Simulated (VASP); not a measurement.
## LaTlCl4: relaxation of cell and atoms with PBE

LaTlCl4:

```
CELL_PARAMETERS angstrom
4.94575 0.00000 0.00000
2.04457 4.62631 0.00000
1.42954 -0.12898 7.57356
ATOMIC_POSITIONS crystal
La 0.50000 0.00000 0.00000
Tl 0.00000 0.50000 0.50000
Cl 0.58182 0.63987 0.29984
Cl 0.41818 0.36013 0.70016
Cl 0.14474 0.60195 0.06214
Cl 0.85526 0.39805 0.93786
```

The cell was generated, and may not be a known phase.

| Property | Result |
| --- | --- |
| Program | VASP 6.6.1 |
| Task | relaxation of cell and atoms |
| Functional | PBE |
| Potentials or basis | VASP PAW PBE potentials, release 64 (La, Tl_d, Cl) |
| Cutoff | 600 eV |
| k mesh | 3 × 3 × 2 |
| Occupations | gaussian, width 0.15 eV |
| Spin | no spin polarisation |
| Dipole correction | no |
| Further INCAR settings | ALGO = Normal; EDIFF = 1e-06; IBRION = 2; EDIFFG = -0.08; NSW = 36; ISIF = 3 |

```json
{"Relaxed volume": "31.80 Å³/atom", "Relaxed cell": "a = 5.086 Å, b = 5.090 Å, c = 9.079 Å, α = 73.60°, β = 73.45°, γ = 59.17°", "Space group after relaxing (to 0.1 Å)": "C2/m (No. 12)", "Energy gained by relaxing": "704.0 meV/atom", "Ionic steps": "35", "Pressure after relaxing": "0.0 GPa", "Largest force after relaxing": "0.060 eV/Å", "Band gap on the k mesh": "3.55 eV (least direct gap 3.55 eV)"}
```

Forces on the atoms (eV/Å):
```
La   0.000  0.000  0.000
Tl   0.000  0.000  0.000
Cl   0.010  0.020 -0.001
Cl  -0.010 -0.020  0.001
Cl   0.042 -0.040  0.015
Cl  -0.042  0.040 -0.015
```

Stress tensor (GPa, compression positive):
```
 0.02 -0.12 -0.04
-0.12  0.06 -0.04
-0.04 -0.04 -0.05
```

Step by step:
| step | energy change (eV) | largest force (eV/Å) | pressure (GPa) | volume (Å³) |
| --- | --- | --- | --- | --- |
| 1 | 0.0000 | 4.5873 | 7.63 | 173.29 |
| 2 | -2.9699 | 0.8297 | -1.74 | 208.24 |
| 3 | -3.0330 | 0.8005 | -2.19 | 212.35 |
| 4 | -3.0776 | 0.7803 | -2.88 | 220.58 |
| 5 | -3.5336 | 0.4532 | -0.22 | 203.68 |
| 6 | -3.5499 | 0.5370 | 0.47 | 200.39 |
| 7 | -3.6453 | 0.3836 | 0.15 | 200.97 |
| 8 | -3.6966 | 0.4191 | -0.21 | 201.58 |
| 9 | -3.7659 | 0.3364 | -0.06 | 200.23 |
| 10 | -3.8331 | 0.2881 | 0.29 | 196.63 |
| 11 | -3.8841 | 0.1572 | -0.18 | 199.63 |
| 12 | -3.8918 | 0.1913 | -0.39 | 201.33 |
| 13 | -3.9150 | 0.2301 | 0.31 | 197.09 |
| 14 | -3.9161 | 0.2533 | 0.53 | 195.90 |
| 15 | -3.9320 | 0.2628 | 0.44 | 195.97 |
| 16 | -3.9628 | 0.3074 | 0.25 | 196.05 |
| 17 | -3.9260 | 0.5876 | 0.24 | 195.54 |
| 18 | -3.9668 | 0.3499 | 0.20 | 196.01 |
| 19 | -3.9924 | 0.3390 | 0.07 | 196.79 |
| 20 | -4.0426 | 0.3148 | -0.24 | 199.02 |
| 21 | -3.9862 | 0.5235 | -0.28 | 203.01 |
| 22 | -4.0497 | 0.3197 | -0.33 | 200.00 |
| 23 | -4.0816 | 0.1636 | 0.06 | 198.30 |
| 24 | -4.0886 | 0.2418 | 0.36 | 197.10 |
| 25 | -4.1093 | 0.2317 | 0.01 | 198.74 |
| 26 | -4.1234 | 0.2231 | -0.48 | 201.28 |
| 27 | -4.1471 | 0.1953 | -0.31 | 198.96 |
| 28 | -4.1700 | 0.2408 | 0.21 | 193.80 |
| 29 | -4.1910 | 0.1648 | 0.08 | 193.12 |
| 30 | -4.2011 | 0.1205 | -0.04 | 192.09 |
| 31 | -4.2131 | 0.1216 | 0.11 | 191.50 |
| 32 | -4.2133 | 0.1427 | 0.14 | 191.40 |
| 33 | -4.2195 | 0.0868 | -0.22 | 192.75 |
| 34 | -4.2196 | 0.0880 | -0.28 | 192.95 |
| 35 | -4.2242 | 0.0596 | 0.01 | 190.77 |

Final structure:
```yaml
crystal:
  lattice:
    - [5.06667, 0.28465, 0.33458]
    - [2.32854, 4.49068, 0.56195]
    - [1.96982, 0.77993, 8.82884]
  atoms:
    - { symbol: La, position: [0.50000, 0.00000, 0.00000] }
    - { symbol: Tl, position: [0.00000, 0.50000, 0.50000] }
    - { symbol: Cl, position: [0.38845, 0.88711, 0.32328] }
    - { symbol: Cl, position: [0.61155, 0.11289, 0.67672] }
    - { symbol: Cl, position: [0.13716, 0.64127, 0.08018] }
    - { symbol: Cl, position: [0.86284, 0.35873, 0.91982] }
```

Levels at points of the mesh, in eV from the valence-band top:
| k point | band 23 | band 24 | band 25 | band 26 | band 27 | band 28 | band 29 | band 30 |
| --- | --- | --- | --- | --- | --- | --- | --- | --- |
| (0.00, 0.00, 0.00) | -0.78 | -0.76 | -0.75 | -0.71 | 3.62 | 3.63 | 3.63 | 3.70 |
| (0.00, 0.00, 0.50) | -1.05 | -0.77 | -0.75 | -0.24 | 3.62 | 3.63 | 3.63 | 3.70 |

Wall time 16 min on 1 thread of AMD EPYC 9R45 96-Core Processor (Zen 5), on a shared host, peak memory 0.35 GiB.

Caveat: the k points lie up to 0.49 Å⁻¹ apart in the final cell; a cell axis changed by over 15 % at a fixed basis, so the end point is rough; spin-orbit coupling is left out, which moves the levels of the heavy elements; the relaxation stopped at a loose force limit of 0.08 eV/Å, so its end isn't a converged minimum. A k mesh can miss the band edges.
